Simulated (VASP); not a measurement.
# Zn3SeS2 (P6_3mc) in VASP: single point with PBE

Aim: the single point of Zn3SeS2 with PBE.

Everything below comes from runs of VASP 6.6.1. Logs are shortened: lines on timing, memory, paths and dates and some standing lists are left out, and cuts for length are marked.

## (1) The cell of the first run

Symmetry: P6_3mc, No. 186, hexagonal system. Conventional cell: a = 3.916 Å, b = 3.916 Å, c = 19.219 Å, α = 90.00°, β = 90.00°, γ = 120.00°. Zn (site symmetry 3m) has 1 S at 2.36 Å and 3 Se at 2.44 Å within 3.1 Å. Within 3.1 Å of Zn (site symmetry 3m) lie 4 S at 2.36 to 2.38 Å. Zn (site symmetry 3m) has 3 S at 2.38 Å and 1 Se at 2.48 Å within 3.1 Å. Se (site symmetry 3m) has 4 Zn at 2.44 to 2.48 Å within 3.2 Å. Within 3.1 Å of S (site symmetry 3m) lie 4 Zn at 2.36 to 2.38 Å. Within 3.1 Å of S (site symmetry 3m) lie 4 Zn at 2.36 to 2.38 Å.

## (2) Single point, PBE

INCAR reads:

```
  ALGO = Normal
  EDIFF = 1E-7
  ENCUT = 520
  GGA = PE
  ISIF = 2
  ISMEAR = 0
  LASPH = T
  LCHARG = F
  LREAL = F
  LWAVE = F
  NBANDS = 66
  NELM = 60
  PREC = Accurate
  SIGMA = 0.02
```

KPOINTS reads:

```
k-points
0
Gamma
  12 12 2
```

POSCAR reads:

```
Zn3SeS2
1.0
    3.9158403133      0.0000000289      0.0000000000
   -1.9579201817      3.3912171740      0.0000000000
    0.0000000000      0.0000000000     19.2194154000
Zn Se S
6 2 4
Direct
    0.0000000000      0.0000000000      0.0051040000
    0.0000000000      0.0000000000      0.5051040000
    0.3333333333      0.6666666667      0.1667060000
    0.6666666667      0.3333333333      0.6667060000
    0.6666666667      0.3333333333      0.3284610000
    0.3333333333      0.6666666667      0.8284610000
    0.6666666667      0.3333333333      0.4574220000
    0.3333333333      0.6666666667      0.9574220000
    0.0000000000      0.0000000000      0.1277070000
    0.0000000000      0.0000000000      0.6277070000
    0.3333333333      0.6666666667      0.2895990000
    0.6666666667      0.3333333333      0.7895990000
```

Potentials or basis: VASP PAW PBE potentials, release 64 (Zn, Se, S).

Run with:

```bash
> cat potpaw_PBE.64/Zn/POTCAR potpaw_PBE.64/Se/POTCAR potpaw_PBE.64/S/POTCAR > POTCAR
> mpirun -np 1 vasp_std > vasp.out
```

OUTCAR:

```text
EDIFF = 1E-7
   ENCUT = 520
   GGA = PE
   ISIF = 2
   ISMEAR = 0
   LASPH = T
   LREAL = F
   NELM = 60
   PREC = Accurate

 ion  position               nearest neighbor table
   1  0.000  0.000  0.005-   9 2.36   8 2.44   8 2.44   8 2.44
   2  0.000  0.000  0.505-  10 2.36   7 2.44   7 2.44   7 2.44
   3  0.333  0.667  0.167-  11 2.36   9 2.38   9 2.38   9 2.38
   4  0.667  0.333  0.667-  12 2.36  10 2.38  10 2.38  10 2.38
   5  0.667  0.333  0.328-  11 2.38  11 2.38  11 2.38   7 2.48
   6  0.333  0.667  0.828-  12 2.38  12 2.38  12 2.38   8 2.48
   7  0.667  0.333  0.457-   2 2.44   2 2.44   2 2.44   5 2.48
   8  0.333  0.667  0.957-   1 2.44   1 2.44   1 2.44   6 2.48
   9  0.000  0.000  0.128-   1 2.36   3 2.38   3 2.38   3 2.38
  10  0.000  0.000  0.628-   2 2.36   4 2.38   4 2.38   4 2.38
  11  0.333  0.667  0.290-   3 2.36   5 2.38   5 2.38   5 2.38
  12  0.667  0.333  0.790-   4 2.36   6 2.38   6 2.38   6 2.38

  LATTYP: Found a hexagonal cell.
 ALAT       =     3.9158403133
 C/A-ratio  =     4.9081203170

  Lattice vectors:

 A1 = (   3.9158403133,   0.0000000289,   0.0000000000)
 A2 = (  -1.9579201817,   3.3912171740,   0.0000000000)
 A3 = (   0.0000000000,   0.0000000000,  19.2194154000)

Analysis of symmetry for initial positions (statically):
=====================================================================
 Subroutine PRICEL returns:
 Original cell was already a primitive cell.

 Routine SETGRP: Setting up the symmetry group for a
 hexagonal supercell.

 Subroutine GETGRP returns: Found 12 space group operations
 (whereof  6 operations were pure point group operations)
 out of a pool of 24 trial point group operations.

The static configuration has the point symmetry C_3v.
 The point group associated with its full space group is C_6v.

Analysis of symmetry for dynamics (positions and initial velocities):
=====================================================================
 Subroutine PRICEL returns:
 Original cell was already a primitive cell.

 Routine SETGRP: Setting up the symmetry group for a
 hexagonal supercell.

 Subroutine GETGRP returns: Found 12 space group operations
 (whereof  6 operations were pure point group operations)
 out of a pool of 24 trial point group operations.

The dynamic configuration has the point symmetry C_3v.
 The point group associated with its full space group is C_6v.

 Subroutine INISYM returns: Found 12 space group operations
 (whereof  6 operations are pure point group operations),
 and found     1 'primitive' translations

----------------------------------------------------------------------------------------

                                     Primitive cell

  volume of cell :     255.2236

  direct lattice vectors                    reciprocal lattice vectors
     3.915840313  0.000000029  0.000000000     0.255373027  0.147439689  0.000000000
    -1.957920182  3.391217174  0.000000000    -0.000000002  0.294879374  0.000000000
     0.000000000  0.000000000 19.219415400     0.000000000  0.000000000  0.052030719

  length of vectors
     3.915840313  3.915840313 19.219415400     0.294879374  0.294879374  0.052030719

  position of ions in fractional coordinates (direct lattice)
     0.000000000  0.000000000  0.005104000
     0.000000000  0.000000000  0.505104000
     0.333333333  0.666666667  0.166706000
     0.666666667  0.333333333  0.666706000
     0.666666667  0.333333333  0.328461000
     0.333333333  0.666666667  0.828461000
     0.666666667  0.333333333  0.457422000
     0.333333333  0.666666667  0.957422000
     0.000000000  0.000000000  0.127707000
     0.000000000  0.000000000  0.627707000
     0.333333333  0.666666667  0.289599000
     0.666666667  0.333333333  0.789599000

  ion indices of the primitive-cell ions
   primitive index   ion index
                 1           1
                 2           2
                 3           3
                 4           4
                 5           5
                 6           6
                 7           7
                 8           8
                 9           9
                10          10
                11          11
                12          12

----------------------------------------------------------------------------------------

 KPOINTS: k-points

Automatic generation of k-mesh.
 Grid dimensions read from file:
 generate k-points for:   12   12    2

 Generating k-lattice:

  Cartesian coordinates                     Fractional coordinates (reciprocal lattice)
     0.021281086  0.012286641  0.000000000     0.083333333  0.000000000  0.000000000
    -0.000000000  0.024573281  0.000000000     0.000000000  0.083333333  0.000000000
     0.000000000  0.000000000  0.026015359     0.000000000  0.000000000  0.500000000

  Length of vectors
     0.024573281  0.024573281  0.026015359

  Shift w.r.t. Gamma in fractional coordinates (k-lattice)
     0.000000000  0.000000000  0.000000000

 Subroutine IBZKPT returns following result:
 ===========================================

 Found     38 irreducible k-points:

 Following reciprocal coordinates:
            Coordinates               Weight
  0.000000  0.000000  0.000000      1.000000
  0.083333 -0.000000  0.000000      6.000000
  0.166667 -0.000000  0.000000      6.000000
  0.250000  0.000000  0.000000      6.000000
  0.333333  0.000000  0.000000      6.000000
  0.416667  0.000000  0.000000      6.000000
[... 16 lines left out ...]
  0.250000  0.000000  0.500000      6.000000
  0.333333  0.000000  0.500000      6.000000
 [... further k-points ...]
   k-points           NKPTS =     38   k-points in BZ     NKDIM =     38   number of bands    NBANDS=     66
   number of dos      NEDOS =    301   number of ions     NIONS =     12
   total plane-waves  NPLWV = 129600
   dimension x,y,z NGX =    30 NGY =   30 NGZ =  144
   dimension x,y,z NGXF=    60 NGYF=   60 NGZF=  288
   ions per type =               6   2   4
   NGX,Y,Z   is equivalent  to a cutoff of  12.74, 12.74, 12.46 a.u.
   NGXF,Y,Z  is equivalent  to a cutoff of  25.47, 25.47, 24.91 a.u.
 SYSTEM =  unknown system
   PREC   = accura    normal or accurate (medium, high low for compatibility)
   ISTART =      0    job   : 0-new  1-cont  2-samecut
   ICHARG =      2    charge: 1-file 2-atom 10-const
   ISPIN  =      1    spin polarized calculation?
   LNONCOLLINEAR =      F non collinear calculations
   LSORBIT =      F    spin-orbit coupling
   LASPH  =      T    aspherical Exc in radial PAW
   ENCUT  =  520.0 eV  38.22 Ry    6.18 a.u.   7.28  7.28 35.74*2*pi/ulx,y,z
   NELM   =     60;   NELMIN=  2; NELMDL= -5     # of ELM steps
   EDIFF  = 0.1E-06   stopping-criterion for ELM
   LREAL  =      F    real-space projection
   EDIFFG = 0.1E-05   stopping-criterion for IOM
   NSW    =      0    number of steps for IOM
   IBRION =     -1    ionic relax: 0-MD 1-quasi-New 2-CG
   NFREE  =      0    steps in history (QN), initial steepest desc. (CG)
   ISIF   =      2    stress and relaxation
   ISYM   =      2    0-nonsym 1-usesym 2-fastsym
   POTIM  = 0.5000    time-step for ionic-motion
   TEBEG  =    0.0;   TEEND  =   0.0 temperature during run
   PSTRESS=    0.0 pullay stress
   NELECT =     108.0000    total number of electrons
   NUPDOWN=      -1.0000    fix difference up-down
   EMIN   =  10.00;   EMAX   =-10.00  energy-range for DOS
   EFERMI =   0.00;   METHOD = LEGACY
   ISMEAR =     0;   SIGMA  =   0.02  broadening in eV -4-tet -1-fermi 0-gaus
   EFERMI_NEDOS =   21; number of points for ismear=-14 and -15
   IALGO  =     38    algorithm
   IMIX   =      4    mixing-type and parameters
     AMIX     =   0.40;   BMIX     =  1.00
     AMIX_MAG =   1.60;   BMIX_MAG =  1.00
  volume/ion in A,a.u.               =      21.27       143.53
  Fermi-wavevector in a.u.,A,eV,Ry     =   1.229068  2.322601 20.553064  1.510608
  Thomas-Fermi vector in A             =   2.363969
   LORBIT       =      0    0 simple, 1 ext, 2 COOP (PROOUT), +10 PAW based schemes
   GGA     = PE    functional components
   LHFCALC =     F    Hartree Fock is set to
   AEXX    =    0.0000 exact exchange contribution
   IVDW    =     0    specifies the selected vdW correction
   LEPSILON=     F    determine dielectric tensor
   LRPA    =     F    only Hartree local field effects (RPA)
 non-spin polarized calculation
 Gauss-broadening in eV      SIGMA  =   0.02
  energy-cutoff  :      520.00
  volume of cell :      255.22
 maximum number of plane-waves:      6908
 NGX is ok and might be reduce to    30
   NGX = 15   NGY = 15   NGZ = 71

 number of electron     107.9999908 magnetization

 Free energy of the ion-electron system (eV)
  ---------------------------------------------------
  ext. energy  EPLUGINS =         0.00000000
  ---------------------------------------------------
  free energy    TOTEN  =       -39.32793485 eV

  energy without entropy =      -39.32793485  energy(sigma->0) =      -39.32793485

 E-fermi :   2.0858     XC(G=0):  -9.4005

 val. band max:        1.9419258242   @ k =   0.0000   0.0000   0.0000
 cond. band min:       3.3883251691   @ k =   0.0000   0.0000   0.0000
 fundamental gap:      1.4463993449
 Fermi energy:         2.0858029913

 k-point     1 :       0.0000    0.0000    0.0000
  band No.  band energies     occupation
      1     -11.3108      2.00000
      2     -11.1511      2.00000
      3     -11.0993      2.00000
      4     -10.7172      2.00000
      5     -10.7037      2.00000
      6     -10.4746      2.00000
[... 58 lines left out ...]
     65       8.0448      0.00000
     66       8.0478      0.00000

 k-point     2 :       0.0833   -0.0000    0.0000
  band No.  band energies     occupation
      1     -11.2682      2.00000
      2     -11.1126      2.00000
      3     -11.0592      2.00000
      4     -10.6866      2.00000
      5     -10.6739      2.00000
      6     -10.4508      2.00000
[... 1576 lines left out ...]
     65       8.2886      0.00000
     66       8.2886      0.00000

 [... further k-points ...]

------------------------ aborting loop because EDIFF is reached ----------------------------------------

  FORCE on cell =-STRESS in cart. coord.  units (eV):
  Direction    XX          YY          ZZ          XY          YZ          ZX
  --------------------------------------------------------------------------------------
  -------------------------------------------------------------------------------------
  Total        0.2350878      0.2350878      0.3044086     -0.0000000      0.0000000      0.0000000
  in kB        1.4757741      1.4757741      1.9109384     -0.0000000      0.0000000      0.0000000
  external PRESSURE =       1.6208289 kB  Pullay stress =       0.0000000 kB

 VOLUME and BASIS-vectors are now :
 -----------------------------------------------------------------------------
  energy-cutoff  :      520.00
  volume of cell :      255.22
      direct lattice vectors                 reciprocal lattice vectors
     3.915840313  0.000000029  0.000000000     0.255373027  0.147439689  0.000000000
    -1.957920182  3.391217174  0.000000000    -0.000000002  0.294879374  0.000000000
     0.000000000  0.000000000 19.219415400     0.000000000  0.000000000  0.052030719

 POSITION                                       TOTAL-FORCE (eV/Angst)
 -----------------------------------------------------------------------------------
      0.00000      0.00000      0.09810        -0.000000      0.000000      0.009814
      0.00000      0.00000      9.70780         0.000000     -0.000000      0.009814
     -0.00000      2.26081      3.20399         0.000000      0.000000      0.004192
      1.95792      1.13041     12.81370        -0.000000      0.000000      0.004192
      1.95792      1.13041      6.31283        -0.000000     -0.000000     -0.009901
     -0.00000      2.26081     15.92254        -0.000000      0.000000     -0.009901
      1.95792      1.13041      8.79138        -0.000000      0.000000     -0.003762
     -0.00000      2.26081     18.40109         0.000000     -0.000000     -0.003762
      0.00000      0.00000      2.45445        -0.000000      0.000000     -0.001469
      0.00000      0.00000     12.06416         0.000000     -0.000000     -0.001469
     -0.00000      2.26081      5.56592         0.000000      0.000000      0.001126
      1.95792      1.13041     15.17563        -0.000000     -0.000000      0.001126
 -----------------------------------------------------------------------------------
    total drift:                               -0.000001     -0.000002      0.001852

  FREE ENERGIE OF THE ION-ELECTRON SYSTEM (eV)
  ---------------------------------------------------
  free  energy   TOTEN  =       -39.3279348525 eV

  energy  without entropy=      -39.3279348525  energy(sigma->0) =      -39.32793485
```

Wall time 8.6 min (1 thread of Intel Xeon 6975P-C (Granite Rapids), shared host); peak memory 0.66 GiB.

Results:

* Free energy: -39.3279 eV
* Pressure: 0.2 GPa
* Largest force: 0.010 eV/Å
* Band gap on the k mesh: 1.45 eV

Forces on the atoms (eV/Å):
```
Zn   0.000  0.000  0.010
Zn   0.000  0.000  0.010
Zn   0.000  0.000  0.004
Zn   0.000  0.000  0.004
Zn   0.000  0.000 -0.010
Zn   0.000  0.000 -0.010
Se   0.000  0.000 -0.004
Se   0.000  0.000 -0.004
S    0.000  0.000 -0.001
S    0.000  0.000 -0.001
S    0.000  0.000  0.001
S    0.000  0.000  0.001
```

A k mesh can miss the band edges.
